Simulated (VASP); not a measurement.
Set up this calculation in VASP 6.6.1, as the native input.

* Task: single point
* Functional: PBE
* Dispersion: D3(BJ)
* Potentials or basis: VASP PAW PBE potentials, release 64 (Ge_d)
* Cutoff: 520 eV
* k mesh: 3 × 3 × 1
* Occupations: gaussian, width 0.1 eV
* Spin: no spin polarisation
* Dipole correction: yes
* Further INCAR settings: LREAL = Auto; ALGO = Normal; EDIFF = 1e-06; NBANDS = 126

The structure of Ge lies in POSCAR:

```
Ge
1.0
    8.0601468099      0.0000000000      0.0000000000
   -4.0300734049      6.9802918956      0.0000000000
    0.0000000000      0.0000000000     22.1135764450
Ge
16
Direct
    0.6666666667      0.3333333333      0.3617687089
    0.6666666667      0.8333333333      0.3617687089
    0.1666666667      0.3333333333      0.3617687089
    0.1666666667      0.8333333333      0.3617687089
    0.5000000000      0.5000000000      0.3989691723
    0.5000000000      0.0000000000      0.3989691723
    0.0000000000      0.5000000000      0.3989691723
    0.0000000000      0.0000000000      0.3989691723
   -0.0017155614      0.4962762140      0.5166409204
   -0.0018360055     -0.0040575117      0.5164039525
    0.4981661325      0.4960346188      0.5163920279
    0.4979154174     -0.0037435905      0.5165856218
    0.8312939367      0.6628845759      0.5518398792
    0.8315588430      0.1626715163      0.5516457367
    0.3318847101      0.6628772011      0.5517960379
    0.3312983170      0.1631027562      0.5519043682
```

The input as run:

INCAR

```
ALGO = Normal ; DIPOL = 0.5 0.5 0.457
EDIFF = 1E-6 ; ENCUT = 520
GGA = PE ; IDIPOL = 3
ISIF = 2 ; ISMEAR = 0
IVDW = 12 ; LASPH = T
LCHARG = F ; LDIPOL = T
LREAL = Auto ; LWAVE = F
NBANDS = 126 ; NELM = 80
PREC = Accurate ; SIGMA = 0.1
```

KPOINTS

```
k-points
0
Gamma
  3 3 1
```

Potentials or basis: VASP PAW PBE potentials, release 64 (Ge_d).

The run is started by

```bash
$ cat potpaw_PBE.64/Ge_d/POTCAR > POTCAR
$ mpirun -np 1 vasp_std > vasp.out
```

It gave:

```yaml
Largest_force: 0.132 eV/Å
Band_gap_on_the_k_mesh: zero (bands 112 and 113 overlap by 0.15 eV)
Dispersion_energy_per_atom: -0.215 eV
```

It took 30 min on 1 thread of Intel(R) Xeon(R) Platinum 8488C (Sapphire Rapids), with other jobs on the host, peak memory 1.4 GiB.
